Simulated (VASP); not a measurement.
# HC16 (a cell with a defect) in VASP: notebook, part 2 of 2

VASP 6.6.1. Earlier steps stand in the parts before.

### Step 3. Single point, PBE+D3(BJ)

Contents of INCAR:

```
SYSTEM = HC16
  ALGO = Normal
  EDIFF = 1E-6
  ENCUT = 520
  GGA = PE
  ISIF = 2
  ISMEAR = 0
  IVDW = 12
  LASPH = .True.
  LCHARG = .False.
  LREAL = Auto
  LWAVE = .False.
  NBANDS = 46
  NELECT = 64.0
  NELM = 60
  PREC = Accurate
  SIGMA = 0.02
```

Contents of KPOINTS:

```
k-points
0
Gamma
  3 3 3
  0 0 0
```

Contents of POSCAR:

```
HC16
1.0
    0.0000000000      3.5700000000      3.5700000000
    3.5700000000      0.0000000000      3.5700000000
    3.5700000000      3.5700000000      0.0000000000
C H
16 1
Direct
   -0.0058960784     -0.0004969188     -0.0029448179
    0.1188200280      0.1354099440      0.1135172269
   -0.0209212885      0.0270053221      0.5011232493
    0.1250746499      0.1207920168      0.6242903361
   -0.0113676471      0.5040505602      0.0019833333
    0.1218810924      0.6231021008      0.1222483193
   -0.0050514006      0.4914788515      0.4996690476
    0.1273404762      0.5969432773      0.6377477591
    0.4931584034      0.0003760504     -0.0007256303
    0.6206158263      0.1240897759      0.1214329132
    0.4988257703     -0.0035969188      0.4952588235
    0.6147729692      0.1248978992      0.6258550420
    0.4956752101      0.4979085434     -0.0027942577
    0.6156158263      0.6251670868      0.1240043417
    0.4962577031      0.4966742297      0.5000767507
    0.6208345938      0.6222530812      0.6239796919
    1.0951463585      0.8243107843      0.3915519608
```

Potentials or basis: VASP PAW PBE potentials, release 64 (C, H).

On the command line:

```bash
$ cat potpaw_PBE.64/C/POTCAR potpaw_PBE.64/H/POTCAR > POTCAR
$ mpirun -np 1 vasp_std > vasp.out
```

OUTCAR:

```text
SYSTEM = HC16
   EDIFF = 1E-6
   ENCUT = 520
   GGA = PE
   ISIF = 2
   ISMEAR = 0
   IVDW = 12
   LASPH = .True.
   LREAL = Auto
   NELECT = 64.0
   NELM = 60
   PREC = Accurate
 IVDW          = 12

 ion  position               nearest neighbor table
   1  0.994  1.000  0.997-   4 1.54  10 1.54   6 1.55   2 1.56
   2  0.119  0.135  0.114-   5 1.52   9 1.54   1 1.56   3 1.60
   3  0.979  0.027  0.501-  17 1.16   4 1.50  12 1.51   2 1.60   8 1.77
   4  0.125  0.121  0.624-   3 1.50   7 1.53   1 1.54  11 1.54
   5  0.989  0.504  0.002-   8 1.51   2 1.52   6 1.54  14 1.54
   6  0.122  0.623  0.122-   5 1.54  13 1.54   1 1.55   7 1.56
   7  0.995  0.491  0.500-   4 1.53  16 1.54   8 1.55   6 1.56
   8  0.127  0.597  0.638-  17 1.22   5 1.51  15 1.52   7 1.55   3 1.77
   9  0.493  0.000  0.999-  10 1.54  12 1.54   2 1.54  14 1.55
  10  0.621  0.124  0.121-   9 1.54   1 1.54  13 1.54  11 1.54
  11  0.499  0.996  0.495-   4 1.54  10 1.54  16 1.54  12 1.55
  12  0.615  0.125  0.626-   3 1.51  15 1.53   9 1.54  11 1.55
  13  0.496  0.498  0.997-  16 1.54   6 1.54  10 1.54  14 1.54
  14  0.616  0.625  0.124-   5 1.54  13 1.54   9 1.55  15 1.55
  15  0.496  0.497  0.500-   8 1.52  12 1.53  16 1.54  14 1.55
  16  0.621  0.622  0.624-  13 1.54  15 1.54  11 1.54   7 1.54
  17  0.095  0.824  0.392-   3 1.16   8 1.22
[... 215 lines left out ...]
      3      -6.0009      2.00000
      4      -5.9375      2.00000
      5      -5.8747      2.00000
      6      -4.7756      2.00000
[... 647 lines left out ...]
     43      19.1626      0.00000
     44      19.4097      0.00000
 [bands above 44 left out]

------------------------ aborting loop because EDIFF is reached ----------------------------------------

 Edisp (eV)   -3.23256

 E8    (eV) :    -0.9204

  FORCE on cell =-STRESS in cart. coord.  units (eV):
  Direction    XX          YY          ZZ          XY          YZ          ZX
  --------------------------------------------------------------------------------------
  -------------------------------------------------------------------------------------
  Total      -9.17248    -9.09672    -9.00447    -1.69821    -2.51600     2.05656
  in kB    -161.49638  -160.16256  -158.53824   -29.89981   -44.29827    36.20903
  external pressure =     -160.07 kB  Pullay stress =        0.00 kB

 VOLUME and BASIS-vectors are now :
 -----------------------------------------------------------------------------
  energy-cutoff  :      520.00
  volume of cell :       91.00
      direct lattice vectors                 reciprocal lattice vectors
     0.000000000  3.570000000  3.570000000    -0.140056022  0.140056022  0.140056022
     3.570000000  0.000000000  3.570000000     0.140056022 -0.140056022  0.140056022
     3.570000000  3.570000000  0.000000000     0.140056022  0.140056022 -0.140056022

 POSITION                                       TOTAL-FORCE (eV/Angst)
 -----------------------------------------------------------------------------------
      7.12771      7.10844      7.11718         0.057416     -0.043460     -0.000159
      0.88867      0.82944      0.90760         0.023448     -0.063101      0.109749
      1.88542      5.28432      3.59172        -0.158432     -0.137039      0.144306
      2.65994      2.67523      0.87774        -0.029701     -0.008674     -0.111631
      1.80654      3.53650      5.32888         0.081243     -0.101172      0.094658
      2.66090      0.87154      2.65959         0.094113      0.008744     -0.011290
[... 9 lines left out ...]
      4.44905      4.44399      4.43782         0.066895      0.034499     -0.054361
      4.34063      1.73751      3.28246        -0.221081      0.018923     -0.121031
 -----------------------------------------------------------------------------------
    total drift:                                0.018074     -0.002868      0.014534

  FREE ENERGIE OF THE ION-ELECTRON SYSTEM (eV)
  ---------------------------------------------------
  free  energy   TOTEN  =      -158.4365672794 eV

  energy  without entropy=     -158.4365672794  energy(sigma->0) =     -158.43656728
```

OSZICAR:

```text
N       E                     dE             d eps       ncg     rms          rms(c)
DAV:   1     0.168683081461E+03    0.16868E+03   -0.34183E+04  1288   0.137E+03
DAV:   2    -0.146442920910E+03   -0.31513E+03   -0.29705E+03  1630   0.262E+02
DAV:   3    -0.159523596324E+03   -0.13081E+02   -0.12968E+02  1672   0.502E+01
DAV:   4    -0.159706253004E+03   -0.18266E+00   -0.18190E+00  1696   0.618E+00
DAV:   5    -0.159710990915E+03   -0.47379E-02   -0.47335E-02  1628   0.879E-01    0.157E+01
DAV:   6    -0.156420024456E+03    0.32910E+01   -0.22611E+00  1560   0.697E+00    0.938E+00
DAV:   7    -0.155194742811E+03    0.12253E+01   -0.31367E+00  1522   0.794E+00    0.218E+00
DAV:   8    -0.155201701731E+03   -0.69589E-02   -0.12735E-01  1650   0.188E+00    0.608E-01
DAV:   9    -0.155203990825E+03   -0.22891E-02   -0.13509E-02  1620   0.556E-01    0.110E-01
DAV:  10    -0.155203916834E+03    0.73991E-04   -0.63177E-04  1618   0.148E-01    0.621E-02
DAV:  11    -0.155203993167E+03   -0.76333E-04   -0.30251E-04  1650   0.943E-02    0.211E-02
DAV:  12    -0.155204005340E+03   -0.12173E-04   -0.34471E-05  1632   0.285E-02    0.101E-02
DAV:  13    -0.155204011098E+03   -0.57582E-05   -0.73722E-06  1562   0.148E-02    0.446E-03
DAV:  14    -0.155204011046E+03    0.52087E-07   -0.11485E-06   946   0.549E-03
   1 F= -.15843657E+03 E0= -.15843657E+03  d E =-.142971E-19
```

Wall time 1.9 min (1 thread of Intel Xeon Platinum 8488C (Sapphire Rapids), shared host); peak memory 0.25 GiB.

Results:

```yaml
Free_energy: -158.4366 eV
Largest_force: 0.254 eV/Å
Dispersion_energy_per_atom: -0.190 eV
```

Forces in eV/Å, atoms in the order of the input:
```
C    0.057 -0.043  0.000
C    0.023 -0.063  0.110
C   -0.158 -0.137  0.144
C   -0.030 -0.009 -0.112
C    0.081 -0.101  0.095
C    0.094  0.009 -0.011
C    0.002  0.037 -0.100
C   -0.218 -0.056  0.037
C    0.029  0.017  0.083
C    0.120  0.051 -0.045
C    0.101  0.043 -0.046
C   -0.081  0.092  0.044
C    0.098  0.020 -0.030
C    0.067 -0.016  0.003
C   -0.032  0.103  0.005
C    0.067  0.034 -0.054
H   -0.221  0.019 -0.121
```

Caveat: the k points lie up to 0.51 Å⁻¹ apart; the cell carries a net charge on a neutralising background, which shifts energy and pressure; the cell is charged against a uniform background, so pressure and absolute levels hang on convention.

### Step 4. Single point, PBE+D3(BJ)

Contents of INCAR:

```
  PREC = Accurate
  ENCUT = 520
  EDIFF = 1E-6
  ISMEAR = 0
  SIGMA = 0.02
  LREAL = F
  LASPH = T
  NELM = 120
  ALGO = Normal
  ISIF = 2
  LWAVE = F
  LCHARG = F
  GGA = PE
  IVDW = 12
  NBANDS = 46
  NELECT = 53.0
  GGA_COMPAT = F
```

Contents of KPOINTS:

```
Automatic mesh
0
Gamma
  3 3 3
```

Contents of POSCAR:

```
HC16
1.0
    0.0000000000      3.5700000000      3.5700000000
    3.5700000000      0.0000000000      3.5700000000
    3.5700000000      3.5700000000      0.0000000000
C H
16 1
Direct
   -0.0076992997     -0.0066936975     -0.0107925770
    0.1217117647      0.1392795518      0.1358887955
   -0.0036952381      0.0126955182      0.4957327731
    0.1283232493      0.1244338936      0.6384879552
   -0.0159236695      0.4976659664     -0.0126785714
    0.1308243697      0.6349560224      0.1329773109
   -0.0153693277      0.4577359944      0.4768953782
    0.1546666667      0.6333422969      0.6569756303
    0.5003226891      0.0028647059     -0.0092885154
    0.6327624650      0.1128204482      0.1387148459
    0.4857635854      0.0088092437      0.4993016807
    0.6206459384      0.1336515406      0.6258929972
    0.4984719888      0.5194893557     -0.0097271709
    0.6255161064      0.6154886555      0.1297183473
    0.4960344538      0.5044039216      0.4877322129
    0.6171425770      0.6214061625      0.6364487395
    0.9131810924      0.7850976190      0.4958469188
```

On the command line:

```bash
$ cat potpaw_PBE.64/C/POTCAR potpaw_PBE.64/H/POTCAR > POTCAR
$ mpirun -np 1 vasp_std > vasp.out
```

Run time: 44 s. Hardware: 1 thread of Intel Xeon Platinum 8559C (Emerald Rapids), shared host; peak memory 0.26 GiB.

It converged, with:

| Item | Value |
| --- | --- |
| Free energy | -234.9356 eV |
| Largest force | 1.767 eV/Å |
| Dispersion energy per atom | -0.190 eV |

Forces in eV/Å, atoms in the order of the input:
```
C   -0.611 -0.635 -0.189
C    0.197  0.881  0.510
C   -0.550 -0.252 -0.292
C   -0.328  1.307 -0.720
C    0.183 -0.021 -1.057
C    0.255  0.624  0.034
C    0.122 -1.717  0.396
C    0.523 -0.230  1.319
C    0.202 -0.383 -0.460
C   -0.122  0.571 -0.216
C    0.372 -0.174  0.058
C   -0.406 -0.007 -0.043
C    0.610 -0.433 -0.169
C    0.447  0.840 -0.107
C   -0.687 -0.494  0.586
C   -0.369  0.157  0.491
H    0.164 -0.031 -0.142
```

Levels at points of the mesh, in eV from the Fermi level:
```
           k point  band 23  band 24  band 25  band 26  band 27  band 28  band 29  band 30
(0.00, 0.00, 0.00)    -0.25     0.27     0.39     1.13     1.65     2.02     2.67     2.93
```

Caveat: the k points lie up to 0.51 Å⁻¹ apart; the cell carries a net charge on a neutralising background, which shifts energy and pressure; the cell is charged against a uniform background, so pressure and absolute levels hang on convention.

### Step 5. Single point, PBE+D3(BJ)

Contents of INCAR:

```
PREC = Accurate
ENCUT = 520
EDIFF = 1E-6
ISMEAR = 0
SIGMA = 0.02
LREAL = False
LASPH = True
NELM = 120
ALGO = Normal
ISIF = 2
LWAVE = False
LCHARG = False
GGA = PE
IVDW = 12
NBANDS = 46
NELECT = 53.0
GGA_COMPAT = False
```

KPOINTS is that of step 4.

Contents of POSCAR:

```
HC16
1.0
    0.0000000000      3.5700000000      3.5700000000
    3.5700000000      0.0000000000      3.5700000000
    3.5700000000      3.5700000000      0.0000000000
C H
16 1
Direct
   -0.0188369748     -0.0145319328     -0.0284882353
    0.1428477591      0.1551973389      0.1422281513
   -0.0110894958      0.0166197479      0.5016483193
    0.1333029412      0.1255253501      0.6390001401
   -0.0173913165      0.4968728291     -0.0098784314
    0.1309603641      0.6233483193      0.1315124650
   -0.0213060224      0.4698626050      0.4853766106
    0.1447705882      0.6291364146      0.6548207283
    0.4865789916     -0.0045997199      0.0000114846
    0.6358857143      0.1069056022      0.1459865546
    0.4902973389      0.0135074230      0.4980976190
    0.6290317927      0.1154925770      0.6306841737
    0.4872028011      0.5293739496     -0.0073764706
    0.6246163866      0.6152399160      0.1336609244
    0.4896983193      0.5172812325      0.4844254902
    0.6258732493      0.6119763305      0.6369710084
    0.9892885154      0.7966985994      0.4035198880
```

On the command line:

```bash
$ cat potpaw_PBE.64/C/POTCAR potpaw_PBE.64/H/POTCAR > POTCAR
$ mpirun -np 1 vasp_std > vasp.out
```

Run time: 47 s. Hardware: 1 thread of Intel Xeon Platinum 8559C (Emerald Rapids), shared host; peak memory 0.26 GiB.

It converged, with:

```yaml
Free_energy: -235.2963 eV
Largest_force: 1.369 eV/Å
Dispersion_energy_per_atom: -0.190 eV
```

Forces in eV/Å, atoms in the order of the input:
```
C   -0.120 -0.020 -1.242
C    0.699  0.877  0.035
C   -0.240 -0.217 -0.200
C   -0.844  0.318  0.899
C    0.790 -0.434 -1.030
C    0.347  0.364 -0.173
C   -0.485 -1.024 -0.022
C    0.303 -0.191  1.210
C   -0.475 -0.067  0.104
C   -0.303  0.226 -0.044
C    1.158 -0.595 -0.330
C   -0.261  0.387 -0.152
C    0.228 -0.724  0.561
C   -0.762  0.384  0.458
C    0.317  0.223  0.280
C   -0.205  0.418 -0.479
H   -0.148  0.075  0.125
```

Levels at points of the mesh, in eV from the Fermi level:
| k point | band 24 | band 25 | band 26 | band 27 | band 28 | band 29 |
| --- | --- | --- | --- | --- | --- | --- |
| (0.00, 0.00, 0.00) | -0.12 | 0.29 | 1.34 | 1.69 | 2.16 | 2.43 |

Caveat: the k points lie up to 0.51 Å⁻¹ apart; the cell carries a net charge on a neutralising background, which shifts energy and pressure; the cell is charged against a uniform background, so pressure and absolute levels hang on convention.
